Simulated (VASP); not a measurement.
# SiO2 (Ia-3) in VASP: notebook

Runs on SiO2. Level: LDA. Tasks: single point.

Everything below comes from runs of VASP 6.6.1. Logs are shortened: lines on timing, memory, paths and dates and some standing lists are left out, and cuts for length are marked.

### 1 The cell of the first run

It takes space group Ia-3 (No. 206, cubic). Conventional cell: a = 8.302 Å, b = 8.302 Å, c = 8.302 Å, α = 90.00°, β = 90.00°, γ = 90.00°. Within 2.1 Å of Si (site symmetry 3) lie 4 O at 1.59 to 1.61 Å. Within 2.1 Å of O (site symmetry 2) lie 2 Si at 1.61 Å. Within 2.1 Å of O (site symmetry -3) lie 2 Si at 1.59 Å.

### 2 Single point, LDA (11.92 Å³/atom)

INCAR reads:

```
PREC = Accurate
ENCUT = 520
EDIFF = 1E-7
ISMEAR = 0
SIGMA = 0.02
LREAL = Auto
LASPH = True
NELM = 80
ALGO = Normal
ISIF = 2
LWAVE = False
LCHARG = False
GGA = CA
NBANDS = 82
```

KPOINTS reads:

```
Automatic mesh
0
Gamma
  4 4 4
```

POSCAR reads:

```
SiO2
1.0
   -4.1508209764      4.1508209764      4.1508209764
    4.1508209764     -4.1508209764      4.1508209764
    4.1508209764      4.1508209764     -4.1508209764
Si O
8 16
Direct
    0.5000000000      0.0000000000      0.7790826551
    0.2790826551      0.2790826551      0.2790826551
    0.5000000000      0.0000000000      0.2209173449
    0.7209173449      0.7209173449      0.7209173449
    0.7790826551      0.5000000000      0.0000000000
    0.0000000000      0.2209173449      0.5000000000
    0.2209173449      0.5000000000      0.0000000000
    0.0000000000      0.7790826551      0.5000000000
    0.6889187702      0.9389187702      0.7500000000
    0.7500000000      0.6889187702      0.9389187702
    0.8110812298      0.5610812298      0.2500000000
    0.7500000000      0.1889187702      0.4389187702
    0.0610812298      0.2500000000      0.3110812298
    0.5000000000      0.0000000000      0.0000000000
    0.2500000000      0.8110812298      0.5610812298
    0.4389187702      0.7500000000      0.1889187702
    0.3110812298      0.0610812298      0.2500000000
    0.1889187702      0.4389187702      0.7500000000
    0.9389187702      0.7500000000      0.6889187702
    0.5000000000      0.5000000000      0.5000000000
    0.2500000000      0.3110812298      0.0610812298
    0.0000000000      0.5000000000      0.0000000000
    0.0000000000      0.0000000000      0.5000000000
    0.5610812298      0.2500000000      0.8110812298
```

Potentials or basis: VASP PAW LDA potentials, release 64 (Si, O).

Started as:

```bash
> cat potpaw_LDA.64/Si/POTCAR potpaw_LDA.64/O/POTCAR > POTCAR
> mpirun -np 1 vasp_std > vasp.out
```

OUTCAR:

```text
PREC = Accurate
   ENCUT = 520
   EDIFF = 1E-7
   ISMEAR = 0
   LREAL = Auto
   LASPH = True
   NELM = 80
   ISIF = 2
   GGA = CA

 ion  position               nearest neighbor table
   1  0.500  0.000  0.779-  14 1.59  24 1.61  15 1.61   9 1.61   5 2.95   4 2.95   8 2.95
   2  0.279  0.279  0.279-  20 1.59  17 1.61  13 1.61  21 1.61   6 2.95   7 2.95   3 2.95
   3  0.500  0.000  0.221-  14 1.59  16 1.61  12 1.61  17 1.61   7 2.95   2 2.95   6 2.95
   4  0.721  0.721  0.721-  20 1.59  10 1.61  19 1.61   9 1.61   5 2.95   8 2.95   1 2.95
   5  0.779  0.500  0.000-  22 1.59  24 1.61  10 1.61  11 1.61   1 2.95   8 2.95   4 2.95
   6  0.000  0.221  0.500-  23 1.59  13 1.61  18 1.61  12 1.61   2 2.95   7 2.95   3 2.95
   7  0.221  0.500  0.000-  22 1.59  16 1.61  21 1.61  18 1.61   3 2.95   2 2.95   6 2.95
   8  0.000  0.779  0.500-  23 1.59  15 1.61  19 1.61  11 1.61   4 2.95   5 2.95   1 2.95
   9  0.689  0.939  0.750-   1 1.61   4 1.61
  10  0.750  0.689  0.939-   4 1.61   5 1.61
  11  0.811  0.561  0.250-   5 1.61   8 1.61
  12  0.750  0.189  0.439-   3 1.61   6 1.61
  13  0.061  0.250  0.311-   2 1.61   6 1.61
  14  0.500  0.000  0.000-   1 1.59   3 1.59
[... 8 lines left out ...]
  23  0.000  0.000  0.500-   6 1.59   8 1.59
  24  0.561  0.250  0.811-   1 1.61   5 1.61

  LATTYP: Found a body centered cubic cell.
 ALAT       =     8.3016419528

  Lattice vectors:

 A1 = (  -4.1508209764,   4.1508209764,   4.1508209764)
 A2 = (   4.1508209764,  -4.1508209764,   4.1508209764)
 A3 = (   4.1508209764,   4.1508209764,  -4.1508209764)

Analysis of symmetry for initial positions (statically):
=====================================================================
 Subroutine PRICEL returns:
 Original cell was already a primitive cell.

 Routine SETGRP: Setting up the symmetry group for a
 body centered cubic supercell.

 Subroutine GETGRP returns: Found 24 space group operations
 (whereof  6 operations were pure point group operations)
 out of a pool of 48 trial point group operations.

The static configuration has the point symmetry S_6 .
 The point group associated with its full space group is T_h .

Analysis of symmetry for dynamics (positions and initial velocities):
=====================================================================
 Subroutine PRICEL returns:
 Original cell was already a primitive cell.

 Routine SETGRP: Setting up the symmetry group for a
 body centered cubic supercell.

 Subroutine GETGRP returns: Found 24 space group operations
 (whereof  6 operations were pure point group operations)
 out of a pool of 48 trial point group operations.

The dynamic configuration has the point symmetry S_6 .
 The point group associated with its full space group is T_h .

 Subroutine INISYM returns: Found 24 space group operations
 (whereof  6 operations are pure point group operations),
 and found     1 'primitive' translations

----------------------------------------------------------------------------------------

                                     Primitive cell

  volume of cell :     286.0632

  direct lattice vectors                    reciprocal lattice vectors
    -4.150820976  4.150820976  4.150820976     0.000000000  0.120458098  0.120458098
     4.150820976 -4.150820976  4.150820976     0.120458098  0.000000000  0.120458098
     4.150820976  4.150820976 -4.150820976     0.120458098  0.120458098  0.000000000

  length of vectors
     7.189432824  7.189432824  7.189432824     0.170353476  0.170353476  0.170353476

  position of ions in fractional coordinates (direct lattice)
     0.500000000  0.000000000  0.779082655
     0.279082655  0.279082655  0.279082655
     0.500000000  0.000000000  0.220917345
     0.720917345  0.720917345  0.720917345
     0.779082655  0.500000000  0.000000000
     0.000000000  0.220917345  0.500000000
[... 16 lines left out ...]
     0.000000000  0.000000000  0.500000000
     0.561081230  0.250000000  0.811081230

  ion indices of the primitive-cell ions
   primitive index   ion index
                 1           1
                 2           2
                 3           3
                 4           4
                 5           5
                 6           6
[... 16 lines left out ...]
                23          23
                24          24

----------------------------------------------------------------------------------------

 KPOINTS: Automatic mesh

Automatic generation of k-mesh.
 Grid dimensions read from file:
 generate k-points for:    4    4    4

 Generating k-lattice:

  Cartesian coordinates                     Fractional coordinates (reciprocal lattice)
     0.000000000  0.030114525  0.030114525     0.250000000  0.000000000  0.000000000
     0.030114525  0.000000000  0.030114525     0.000000000  0.250000000  0.000000000
     0.030114525  0.030114525  0.000000000     0.000000000  0.000000000  0.250000000

  Length of vectors
     0.042588369  0.042588369  0.042588369

  Shift w.r.t. Gamma in fractional coordinates (k-lattice)
     0.000000000  0.000000000  0.000000000

 Subroutine IBZKPT returns following result:
 ===========================================

 Found      8 irreducible k-points:

 Following reciprocal coordinates:
            Coordinates               Weight
  0.000000  0.000000  0.000000      1.000000
  0.250000  0.000000  0.000000     12.000000
  0.500000  0.000000  0.000000      6.000000
  0.250000  0.250000  0.000000     24.000000
  0.250000  0.250000  0.250000      2.000000
 -0.250000  0.250000  0.250000      6.000000
  0.500000  0.500000  0.250000     12.000000
  0.500000  0.500000  0.500000      1.000000
   k-points           NKPTS =      8   k-points in BZ     NKDIM =      8   number of bands    NBANDS=     82
   number of dos      NEDOS =    301   number of ions     NIONS =     24
   total plane-waves  NPLWV = 157464
   dimension x,y,z NGX =    54 NGY =   54 NGZ =   54
   dimension x,y,z NGXF=   108 NGYF=  108 NGZF=  108
   ions per type =               8  16
   NGX,Y,Z   is equivalent  to a cutoff of  12.49, 12.49, 12.49 a.u.
   NGXF,Y,Z  is equivalent  to a cutoff of  24.97, 24.97, 24.97 a.u.
 SYSTEM =  unknown system
   PREC   = accura    normal or accurate (medium, high low for compatibility)
   ISTART =      0    job   : 0-new  1-cont  2-samecut
   ICHARG =      2    charge: 1-file 2-atom 10-const
   ISPIN  =      1    spin polarized calculation?
   LNONCOLLINEAR =      F non collinear calculations
   LSORBIT =      F    spin-orbit coupling
   LASPH  =      T    aspherical Exc in radial PAW
   ENCUT  =  520.0 eV  38.22 Ry    6.18 a.u.  13.37 13.37 13.37*2*pi/ulx,y,z
   NELM   =     80;   NELMIN=  2; NELMDL= -5     # of ELM steps
   EDIFF  = 0.1E-06   stopping-criterion for ELM
   LREAL  =      T    real-space projection
   EDIFFG = 0.1E-05   stopping-criterion for IOM
   NSW    =      0    number of steps for IOM
   IBRION =     -1    ionic relax: 0-MD 1-quasi-New 2-CG
   NFREE  =      0    steps in history (QN), initial steepest desc. (CG)
   ISIF   =      2    stress and relaxation
   ISYM   =      2    0-nonsym 1-usesym 2-fastsym
   POTIM  = 0.5000    time-step for ionic-motion
   TEBEG  =    0.0;   TEEND  =   0.0 temperature during run
   PSTRESS=    0.0 pullay stress
   NELECT =     128.0000    total number of electrons
   NUPDOWN=      -1.0000    fix difference up-down
   EMIN   =  10.00;   EMAX   =-10.00  energy-range for DOS
   EFERMI =   0.00;   METHOD = LEGACY
   ISMEAR =     0;   SIGMA  =   0.02  broadening in eV -4-tet -1-fermi 0-gaus
   EFERMI_NEDOS =   21; number of points for ismear=-14 and -15
   IALGO  =     38    algorithm
   IMIX   =      4    mixing-type and parameters
     AMIX     =   0.40;   BMIX     =  1.00
     AMIX_MAG =   1.60;   BMIX_MAG =  1.00
  volume/ion in A,a.u.               =      11.92        80.44
  Fermi-wavevector in a.u.,A,eV,Ry     =   1.252153  2.366227 21.332408  1.567888
  Thomas-Fermi vector in A             =   2.386067
   LORBIT       =      0    0 simple, 1 ext, 2 COOP (PROOUT), +10 PAW based schemes
   GGA     = CA    functional components
   LHFCALC =     F    Hartree Fock is set to
   AEXX    =    0.0000 exact exchange contribution
   IVDW    =     0    specifies the selected vdW correction
   LEPSILON=     F    determine dielectric tensor
   LRPA    =     F    only Hartree local field effects (RPA)
 non-spin polarized calculation
 Gauss-broadening in eV      SIGMA  =   0.02
  energy-cutoff  :      520.00
  volume of cell :      286.06
 maximum number of plane-waves:      7803
 NGX is ok and might be reduce to    54
   NGX = 27   NGY = 27   NGZ = 27

 number of electron     127.9999997 magnetization

 Free energy of the ion-electron system (eV)
  ---------------------------------------------------
  ext. energy  EPLUGINS =         0.00000000
  ---------------------------------------------------
  free energy    TOTEN  =      -207.21744156 eV

  energy without entropy =     -207.21744156  energy(sigma->0) =     -207.21744156

 E-fermi :   1.2479     XC(G=0): -10.1202

 val. band max:        1.1359818196   @ k =   0.5000   0.5000   0.5000
 cond. band min:       7.0919244242   @ k =   0.0000   0.0000   0.0000
 fundamental gap:      5.9559426047
 Fermi energy:         1.2478902624

 k-point     1 :       0.0000    0.0000    0.0000
  band No.  band energies     occupation
      1     -17.9948      2.00000
      2     -17.3355      2.00000
      3     -16.8930      2.00000
      4     -16.8930      2.00000
      5     -16.8930      2.00000
      6     -16.3968      2.00000
[... 68 lines left out ...]
     75      11.5395      0.00000
     76      11.6153      0.00000

 k-point     2 :       0.2500    0.0000    0.0000
  band No.  band energies     occupation
      1     -17.8919      2.00000
      2     -17.3692      2.00000
      3     -17.1113      2.00000
      4     -17.0332      2.00000
      5     -16.8085      2.00000
      6     -16.4668      2.00000
[... 466 lines left out ...]
 k-point     8 :       0.5000    0.5000    0.5000
  band No.  band energies     occupation
      1     -17.4271      2.00000
      2     -17.4271      2.00000
      3     -17.4271      2.00000
      4     -16.9857      2.00000
      5     -16.9857      2.00000
      6     -16.9857      2.00000
[... 68 lines left out ...]
     75      11.1382      0.00000
     76      11.1382      0.00000
 [bands above 76 left out]

------------------------ aborting loop because EDIFF is reached ----------------------------------------

  FORCE on cell =-STRESS in cart. coord.  units (eV):
  Direction    XX          YY          ZZ          XY          YZ          ZX
  --------------------------------------------------------------------------------------
  -------------------------------------------------------------------------------------
  Total        3.7412824      3.7412824      3.7412824      0.0000000     -0.0000000     -0.0000000
  in kB       20.9541032     20.9541032     20.9541032      0.0000000     -0.0000000     -0.0000000
  external PRESSURE =      20.9541032 kB  Pullay stress =       0.0000000 kB

 VOLUME and BASIS-vectors are now :
 -----------------------------------------------------------------------------
  energy-cutoff  :      520.00
  volume of cell :      286.06
      direct lattice vectors                 reciprocal lattice vectors
    -4.150820976  4.150820976  4.150820976     0.000000000  0.120458098  0.120458098
     4.150820976 -4.150820976  4.150820976     0.120458098  0.000000000  0.120458098
     4.150820976  4.150820976 -4.150820976     0.120458098  0.120458098  0.000000000

 POSITION                                       TOTAL-FORCE (eV/Angst)
 -----------------------------------------------------------------------------------
      1.15842      5.30924     -1.15842        -0.008202     -0.008202      0.008202
      1.15842      1.15842      1.15842        -0.008202     -0.008202     -0.008202
     -1.15842      2.99240      1.15842         0.008202      0.008202     -0.008202
      2.99240      2.99240      2.99240         0.008202      0.008202      0.008202
     -1.15842      1.15842      5.30924         0.008202     -0.008202     -0.008202
      2.99240      1.15842     -1.15842         0.008202     -0.008202      0.008202
[... 16 lines left out ...]
      2.07541      2.07541     -2.07541        -0.000000     -0.000000      0.000000
      2.07541      4.65790      0.00000        -0.000000     -0.049719     -0.000000
 -----------------------------------------------------------------------------------
    total drift:                               -0.000000     -0.000000      0.000000

  FREE ENERGIE OF THE ION-ELECTRON SYSTEM (eV)
  ---------------------------------------------------
  free  energy   TOTEN  =      -207.2174415557 eV

  energy  without entropy=     -207.2174415557  energy(sigma->0) =     -207.21744156
```

Run time: 3.7 min. Hardware: 1 thread of Intel Xeon 6975P-C (Granite Rapids), shared host; peak memory 0.36 GiB.

Results:

- Free energy: -207.2174 eV
- Pressure: 2.1 GPa
- Largest force: 0.050 eV/Å
- Band gap on the k mesh: 5.96 eV (least direct gap 6.00 eV)

Forces in eV/Å, atoms in the order of the input:
```
Si  -0.008 -0.008  0.008
Si  -0.008 -0.008 -0.008
Si   0.008  0.008 -0.008
Si   0.008  0.008  0.008
Si   0.008 -0.008 -0.008
Si   0.008 -0.008  0.008
Si  -0.008  0.008  0.008
Si  -0.008  0.008 -0.008
O    0.000  0.000  0.050
O    0.050  0.000  0.000
O    0.000  0.000 -0.050
O    0.050  0.000  0.000
O    0.000 -0.050  0.000
O    0.000  0.000  0.000
O   -0.050  0.000  0.000
O    0.000  0.050  0.000
O    0.000  0.000 -0.050
O    0.000  0.000  0.050
O    0.000  0.050  0.000
O    0.000  0.000  0.000
O   -0.050  0.000  0.000
O    0.000  0.000  0.000
O    0.000  0.000  0.000
O    0.000 -0.050  0.000
```

### 3 Single point, LDA

This run uses another cell than the first one, of 12.29 Å³/atom.

INCAR reads:

```
ALGO = Normal
EDIFF = 1E-7
ENCUT = 520
ISIF = 2
ISMEAR = 0
LASPH = T
LCHARG = F
LREAL = Auto
LWAVE = F
NBANDS = 82
NELM = 100
PREC = Accurate
SIGMA = 0.02
```

KPOINTS reads:

```
k-points
0
Gamma
  4 4 4
```

POSCAR reads:

```
SiO2
1.0
   -4.1931792180      4.1931792180      4.1931792180
    4.1931792180     -4.1931792180      4.1931792180
    4.1931792180      4.1931792180     -4.1931792180
Si O
8 16
Direct
    0.5000000000      0.0000000000      0.7813350965
    0.2813350965      0.2813350965      0.2813350965
    0.5000000000      0.0000000000      0.2186649035
    0.7186649035      0.7186649035      0.7186649035
    0.7813350965      0.5000000000      0.0000000000
    0.0000000000      0.2186649035      0.5000000000
    0.2186649035      0.5000000000      0.0000000000
    0.0000000000      0.7813350965      0.5000000000
    0.6831160095      0.9331160095      0.7500000000
    0.7500000000      0.6831160095      0.9331160095
    0.8168839905      0.5668839905      0.2500000000
    0.7500000000      0.1831160095      0.4331160095
    0.0668839905      0.2500000000      0.3168839905
    0.5000000000      0.0000000000      0.0000000000
    0.2500000000      0.8168839905      0.5668839905
    0.4331160095      0.7500000000      0.1831160095
    0.3168839905      0.0668839905      0.2500000000
    0.1831160095      0.4331160095      0.7500000000
    0.9331160095      0.7500000000      0.6831160095
    0.5000000000      0.5000000000      0.5000000000
    0.2500000000      0.3168839905      0.0668839905
    0.0000000000      0.5000000000      0.0000000000
    0.0000000000      0.0000000000      0.5000000000
    0.5668839905      0.2500000000      0.8168839905
```

Potentials or basis: VASP PAW LDA potentials, release 64 (Si, O).

Started as:

```bash
> cat potpaw_LDA.64/Si/POTCAR potpaw_LDA.64/O/POTCAR > POTCAR
> mpirun -np 1 vasp_std > vasp.out
```

Run time: 4 min. Hardware: 1 thread of Intel Xeon 6975P-C (Granite Rapids), shared host; peak memory 0.37 GiB.

Results (log left out):

- Free energy: -207.2780 eV
- Pressure: 0.7 GPa
- Largest force: 0.045 eV/Å
- Band gap on the k mesh: 5.81 eV (least direct gap 5.88 eV)

Forces on the atoms (eV/Å):
```
Si  -0.017 -0.017  0.017
Si  -0.017 -0.017 -0.017
Si   0.017  0.017 -0.017
Si   0.017  0.017  0.017
Si   0.017 -0.017 -0.017
Si   0.017 -0.017  0.017
Si  -0.017  0.017  0.017
Si  -0.017  0.017 -0.017
O    0.000  0.000  0.045
O    0.045  0.000  0.000
O    0.000  0.000 -0.045
O    0.045  0.000  0.000
O    0.000 -0.045  0.000
O    0.000  0.000  0.000
O   -0.045  0.000  0.000
O    0.000  0.045  0.000
O    0.000  0.000 -0.045
O    0.000  0.000  0.045
O    0.000  0.045  0.000
O    0.000  0.000  0.000
O   -0.045  0.000  0.000
O    0.000  0.000  0.000
O    0.000  0.000  0.000
O    0.000 -0.045  0.000
```

Levels at points of the mesh, in eV from the valence-band top:
| k point | band 61 | band 62 | band 63 | band 64 | band 65 | band 66 | band 67 | band 68 |
| --- | --- | --- | --- | --- | --- | --- | --- | --- |
| (0.00, 0.00, 0.00) | -0.37 | -0.06 | -0.06 | -0.06 | 5.81 | 7.77 | 8.32 | 8.32 |
| (0.50, 0.00, 0.00) | -0.18 | -0.18 | -0.07 | -0.07 | 7.43 | 7.43 | 8.69 | 8.69 |
| (0.50, 0.50, 0.50) | -0.05 | 0.00 | 0.00 | 0.00 | 8.26 | 8.26 | 8.26 | 8.39 |

A k mesh can miss the band edges.
